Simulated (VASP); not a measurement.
# Mg (Fm-3m) in VASP: single point with PBE

Aim: the single point of Mg with PBE.

All numbers are computed with VASP 6.6.1; they aren't measurements. Logs are shortened: lines on timing, memory, paths and dates and some standing lists are left out, and cuts for length are marked.

## Step 1: The cell of the first run

The structure is cubic, space group Fm-3m (No. 225). Conventional cell: a = 4.489 Å, b = 4.489 Å, c = 4.489 Å, α = 90.00°, β = 90.00°, γ = 90.00°. Mg (site symmetry m-3m) has 12 Mg at 3.17 Å within 4.2 Å.

This isn't the form of Mg at room conditions, which is hcp.

## Step 2: Single point, PBE

Contents of INCAR:

```
PREC = Accurate ; ENCUT = 520
EDIFF = 1E-6 ; ISMEAR = 0
SIGMA = 0.1 ; LREAL = Auto
LASPH = True ; NELM = 100
ALGO = Fast ; ISIF = 2
LWAVE = False ; LCHARG = False
GGA = PE ; NBANDS = 30
ISYM = 0
```

Contents of KPOINTS:

```
Automatic mesh
0
Gamma
  4 4 4
  0.5 0.5 0.5
```

Contents of POSCAR:

```
Mg
1.0
    4.4885120000     -4.4885120000     -4.4885120000
   -4.4885120000     -4.4885120000      4.4885120000
   -4.4885120000      4.4885120000     -4.4885120000
Mg
16
Direct
    0.7500000000      0.0000000000      0.2500000000
    0.7500000000      0.2500000000      0.0000000000
    0.7500000000      0.5000000000      0.7500000000
    0.5000000000      0.0000000000      0.5000000000
    0.7500000000      0.7500000000      0.5000000000
    0.5000000000      0.2500000000      0.2500000000
    0.5000000000      0.5000000000      0.0000000000
    0.2500000000      0.0000000000      0.7500000000
    0.5000000000      0.7500000000      0.7500000000
    0.2500000000      0.2500000000      0.5000000000
    0.2500000000      0.5000000000      0.2500000000
    0.0000000000      0.0000000000      0.0000000000
    0.2500000000      0.7500000000      0.0000000000
    0.0000000000      0.2500000000      0.7500000000
    0.0000000000      0.5000000000      0.5000000000
    0.0000000000      0.7500000000      0.2500000000
```

Potentials or basis: VASP PAW PBE potentials, release 64 (Mg).

Launch:

```
$ cat potpaw_PBE.64/Mg/POTCAR > POTCAR
$ mpirun -np 1 vasp_std > vasp.out
```

OUTCAR:

```text
PREC = Accurate
   ENCUT = 520
   EDIFF = 1E-6
   ISMEAR = 0
   LREAL = Auto
   LASPH = True
   NELM = 100
   ISIF = 2
   GGA = PE
   ISYM = 0

 ion  position               nearest neighbor table
   1  0.750  0.000  0.250-   2 3.17   4 3.17   5 3.17   6 3.17  10 3.17  12 3.17  14 3.17  15 3.17
                            16 3.17   9 3.17   7 3.17  13 3.17
   2  0.750  0.250  0.000-   1 3.17   3 3.17   6 3.17   7 3.17  11 3.17  12 3.17  14 3.17  15 3.17
                            16 3.17   4 3.17   9 3.17   8 3.17
   3  0.750  0.500  0.750-   2 3.17   5 3.17   7 3.17   9 3.17  12 3.17  13 3.17  14 3.17  15 3.17
                            16 3.17   6 3.17   4 3.17  10 3.17
   4  0.500  0.000  0.500-   1 3.17   2 3.17   3 3.17   5 3.17   6 3.17   8 3.17   9 3.17  10 3.17
                            14 3.17  13 3.17  11 3.17  16 3.17
   5  0.750  0.750  0.500-   1 3.17   3 3.17   4 3.17   8 3.17   9 3.17  12 3.17  14 3.17  15 3.17
                            16 3.17   7 3.17   6 3.17  11 3.17
   6  0.500  0.250  0.250-   1 3.17   2 3.17   3 3.17   4 3.17   5 3.17   7 3.17  10 3.17  11 3.17
                            15 3.17   8 3.17  13 3.17  12 3.17
   7  0.500  0.500  0.000-   1 3.17   2 3.17   3 3.17   5 3.17   6 3.17   9 3.17  11 3.17  13 3.17
                            16 3.17  10 3.17   8 3.17  14 3.17
   8  0.250  0.000  0.750-   2 3.17   4 3.17   6 3.17   7 3.17   9 3.17  10 3.17  12 3.17  13 3.17
                            14 3.17  16 3.17  15 3.17   5 3.17
   9  0.500  0.750  0.750-   1 3.17   2 3.17   3 3.17   4 3.17   5 3.17   7 3.17   8 3.17  12 3.17
                            13 3.17  11 3.17  10 3.17  15 3.17
  10  0.250  0.250  0.500-   3 3.17   4 3.17   6 3.17   7 3.17   8 3.17   9 3.17  11 3.17  14 3.17
                            15 3.17  12 3.17  16 3.17   1 3.17
  11  0.250  0.500  0.250-   4 3.17   5 3.17   6 3.17   7 3.17   9 3.17  10 3.17  13 3.17  15 3.17
                            16 3.17  14 3.17  12 3.17   2 3.17
  12  0.000  0.000  0.000-   1 3.17   2 3.17   6 3.17   8 3.17  10 3.17  11 3.17  13 3.17  14 3.17
                            16 3.17   5 3.17   3 3.17   9 3.17
  13  0.250  0.750  0.000-   1 3.17   4 3.17   6 3.17   7 3.17   8 3.17   9 3.17  11 3.17  12 3.17
                            16 3.17  15 3.17  14 3.17   3 3.17
  14  0.000  0.250  0.750-   2 3.17   3 3.17   7 3.17   8 3.17  10 3.17  11 3.17  12 3.17  13 3.17
                            15 3.17   1 3.17   5 3.17   4 3.17
  15  0.000  0.500  0.500-   3 3.17   5 3.17   8 3.17   9 3.17  10 3.17  11 3.17  13 3.17  14 3.17
                            16 3.17   2 3.17   1 3.17   6 3.17
  16  0.000  0.750  0.250-   1 3.17   4 3.17   5 3.17   8 3.17  10 3.17  11 3.17  12 3.17  13 3.17
                            15 3.17   3 3.17   2 3.17   7 3.17

IMPORTANT INFORMATION: All symmetrisations will be switched off!
NOSYMM: (Re-)initialisation of all symmetry stuff for point group C_1.

----------------------------------------------------------------------------------------

                                     Primitive cell

  volume of cell :     361.7155

  direct lattice vectors                    reciprocal lattice vectors
     4.488512000 -4.488512000 -4.488512000     0.000000000 -0.111395491 -0.111395491
    -4.488512000 -4.488512000  4.488512000    -0.111395491 -0.111395491  0.000000000
    -4.488512000  4.488512000 -4.488512000    -0.111395491  0.000000000 -0.111395491

  length of vectors
     7.774330834  7.774330834  7.774330834     0.157537015  0.157537015  0.157537015

  position of ions in fractional coordinates (direct lattice)
     0.750000000  0.000000000  0.250000000
     0.750000000  0.250000000  0.000000000
     0.750000000  0.500000000  0.750000000
     0.500000000  0.000000000  0.500000000
     0.750000000  0.750000000  0.500000000
     0.500000000  0.250000000  0.250000000
[... 8 lines left out ...]
     0.000000000  0.500000000  0.500000000
     0.000000000  0.750000000  0.250000000

  ion indices of the primitive-cell ions
   primitive index   ion index
                 1           1
                 2           2
                 3           3
                 4           4
                 5           5
                 6           6
[... 8 lines left out ...]
                15          15
                16          16

----------------------------------------------------------------------------------------

 KPOINTS: Automatic mesh

Automatic generation of k-mesh.
 Grid dimensions read from file:
 generate k-points for:    4    4    4

 Generating k-lattice:

  Cartesian coordinates                     Fractional coordinates (reciprocal lattice)
     0.000000000 -0.027848873 -0.027848873     0.250000000  0.000000000  0.000000000
    -0.027848873 -0.027848873  0.000000000     0.000000000  0.250000000  0.000000000
    -0.027848873  0.000000000 -0.027848873     0.000000000  0.000000000  0.250000000

  Length of vectors
     0.039384254  0.039384254  0.039384254

  Shift w.r.t. Gamma in fractional coordinates (k-lattice)
     0.500000000  0.500000000  0.500000000

 Subroutine IBZKPT returns following result:
 ===========================================

 Found     32 irreducible k-points:

 Following reciprocal coordinates:
            Coordinates               Weight
  0.125000  0.125000  0.125000      2.000000
  0.375000 -0.125000 -0.125000      2.000000
  0.125000  0.125000 -0.375000      2.000000
 -0.125000  0.375000 -0.125000      2.000000
  0.375000  0.125000  0.125000      2.000000
  0.125000  0.375000  0.125000      2.000000
[... 16 lines left out ...]
  0.375000  0.125000 -0.125000      2.000000
 -0.125000  0.125000  0.375000      2.000000
 [... further k-points ...]
   k-points           NKPTS =     32   k-points in BZ     NKDIM =     32   number of bands    NBANDS=     30
   number of dos      NEDOS =    301   number of ions     NIONS =     16
   total plane-waves  NPLWV = 216000
   dimension x,y,z NGX =    60 NGY =   60 NGZ =   60
   dimension x,y,z NGXF=   120 NGYF=  120 NGZF=  120
   ions per type =              16
   NGX,Y,Z   is equivalent  to a cutoff of  12.83, 12.83, 12.83 a.u.
   NGXF,Y,Z  is equivalent  to a cutoff of  25.66, 25.66, 25.66 a.u.
 SYSTEM =  unknown system
   PREC   = accura    normal or accurate (medium, high low for compatibility)
   ISTART =      0    job   : 0-new  1-cont  2-samecut
   ICHARG =      2    charge: 1-file 2-atom 10-const
   ISPIN  =      1    spin polarized calculation?
   LNONCOLLINEAR =      F non collinear calculations
   LSORBIT =      F    spin-orbit coupling
   LASPH  =      T    aspherical Exc in radial PAW
   ENCUT  =  520.0 eV  38.22 Ry    6.18 a.u.  14.46 14.46 14.46*2*pi/ulx,y,z
   NELM   =    100;   NELMIN=  2; NELMDL= -5     # of ELM steps
   EDIFF  = 0.1E-05   stopping-criterion for ELM
   LREAL  =      T    real-space projection
   EDIFFG = 0.1E-04   stopping-criterion for IOM
   NSW    =      0    number of steps for IOM
   IBRION =     -1    ionic relax: 0-MD 1-quasi-New 2-CG
   NFREE  =      0    steps in history (QN), initial steepest desc. (CG)
   ISIF   =      2    stress and relaxation
   ISYM   =      0    0-nonsym 1-usesym 2-fastsym
   POTIM  = 0.5000    time-step for ionic-motion
   TEBEG  =    0.0;   TEEND  =   0.0 temperature during run
   PSTRESS=    0.0 pullay stress
   NELECT =      32.0000    total number of electrons
   NUPDOWN=      -1.0000    fix difference up-down
   EMIN   =  10.00;   EMAX   =-10.00  energy-range for DOS
   EFERMI =   0.00;   METHOD = LEGACY
   ISMEAR =     0;   SIGMA  =   0.10  broadening in eV -4-tet -1-fermi 0-gaus
   EFERMI_NEDOS =   21; number of points for ismear=-14 and -15
   IALGO  =     68    algorithm
   IMIX   =      4    mixing-type and parameters
     AMIX     =   0.40;   BMIX     =  1.00
     AMIX_MAG =   1.60;   BMIX_MAG =  1.00
  volume/ion in A,a.u.               =      22.61       152.56
  Fermi-wavevector in a.u.,A,eV,Ry     =   0.729462  1.378483  7.239854  0.532114
  Thomas-Fermi vector in A             =   1.821189
   LORBIT       =      0    0 simple, 1 ext, 2 COOP (PROOUT), +10 PAW based schemes
   GGA     = PE    functional components
   LHFCALC =     F    Hartree Fock is set to
   AEXX    =    0.0000 exact exchange contribution
   IVDW    =     0    specifies the selected vdW correction
   LEPSILON=     F    determine dielectric tensor
   LRPA    =     F    only Hartree local field effects (RPA)
 non-spin polarized calculation
 RMM-DIIS sequential band-by-band and
 Gauss-broadening in eV      SIGMA  =   0.10
  energy-cutoff  :      520.00
  volume of cell :      361.72
 maximum number of plane-waves:      9789
 NGX is ok and might be reduce to    60
   NGX = 29   NGY = 29   NGZ = 29

 number of electron      32.0000000 magnetization

 Free energy of the ion-electron system (eV)
  ---------------------------------------------------
  ext. energy  EPLUGINS =         0.00000000
  ---------------------------------------------------
  free energy    TOTEN  =       -23.79860867 eV

  energy without entropy =      -23.73732949  energy(sigma->0) =      -23.76796908

 E-fermi :   2.6323     XC(G=0):  -8.5393

 val. band max:        2.5825013850   @ k =  -0.1250   0.1250   0.1250
 cond. band min:       2.6531835518   @ k =   0.1250  -0.3750  -0.1250
 fundamental gap:      0.0706821667
 Fermi energy:         2.6322596863

 k-point     1 :       0.1250    0.1250    0.1250
  band No.  band energies     occupation
      1      -3.9343      2.00000
      2      -2.0860      2.00000
      3      -2.0860      2.00000
      4      -2.0860      2.00000
      5      -0.2754      2.00000
      6      -0.2754      2.00000
[... 20 lines left out ...]
     27       5.1019      0.00000
     28       5.1019      0.00000

 k-point     2 :       0.3750   -0.1250   -0.1250
  band No.  band energies     occupation
      1      -3.9343      2.00000
      2      -2.0860      2.00000
      3      -2.0860      2.00000
      4      -2.0860      2.00000
      5      -0.2754      2.00000
      6      -0.2754      2.00000
[... 674 lines left out ...]
 k-point    24 :      -0.1250    0.1250    0.3750
  band No.  band energies     occupation
      1      -3.7013      2.00000
      2      -2.7749      2.00000
      3      -1.8576      2.00000
      4      -1.8576      2.00000
      5      -0.9498      2.00000
      6      -0.9497      2.00000
[... 20 lines left out ...]
     27       5.3379      0.00000
     28       5.5274      0.00000

 [... further k-points ...]

 [bands above 28 left out]

------------------------ aborting loop because EDIFF is reached ----------------------------------------

  FORCE on cell =-STRESS in cart. coord.  units (eV):
  Direction    XX          YY          ZZ          XY          YZ          ZX
  --------------------------------------------------------------------------------------
  -------------------------------------------------------------------------------------
  Total        1.7076649      1.7076647      1.7076692     -0.0000118      0.0000093     -0.0000000
  in kB        7.5639051      7.5639040      7.5639242     -0.0000523      0.0000411     -0.0000000
  external PRESSURE =       7.5639111 kB  Pullay stress =       0.0000000 kB

 VOLUME and BASIS-vectors are now :
 -----------------------------------------------------------------------------
  energy-cutoff  :      520.00
  volume of cell :      361.72
      direct lattice vectors                 reciprocal lattice vectors
     4.488512000 -4.488512000 -4.488512000     0.000000000 -0.111395491 -0.111395491
    -4.488512000 -4.488512000  4.488512000    -0.111395491 -0.111395491  0.000000000
    -4.488512000  4.488512000 -4.488512000    -0.111395491  0.000000000 -0.111395491

 POSITION                                       TOTAL-FORCE (eV/Angst)
 -----------------------------------------------------------------------------------
      2.24426     -2.24426     -4.48851         0.000000     -0.000001      0.000001
      2.24426     -4.48851     -2.24426        -0.000000     -0.000000     -0.000002
     -2.24426     -2.24426     -4.48851        -0.000001     -0.000000      0.000000
      0.00000      0.00000     -4.48851        -0.000000      0.000000      0.000001
     -2.24426     -4.48851     -2.24426         0.000001      0.000000     -0.000000
      0.00000     -2.24426     -2.24426        -0.000000     -0.000000     -0.000000
[... 8 lines left out ...]
     -4.48851      0.00000      0.00000         0.000000      0.000001     -0.000000
     -4.48851     -2.24426      2.24426         0.000001      0.000001      0.000000
 -----------------------------------------------------------------------------------
    total drift:                                0.000000     -0.000000     -0.000000

  FREE ENERGIE OF THE ION-ELECTRON SYSTEM (eV)
  ---------------------------------------------------
  free  energy   TOTEN  =       -23.7986086738 eV

  energy  without entropy=      -23.7373294927  energy(sigma->0) =      -23.76796908
```

Wall time 4 min (1 thread of Intel Xeon Platinum 8488C (Sapphire Rapids), shared host); peak memory 0.58 GiB.

What came out:

| Property | Result |
| --- | --- |
| Free energy | -23.7986 eV |
| Pressure | 0.8 GPa |
| Band gap on the k mesh | zero (bands 16 and 17 overlap by 0.53 eV) |
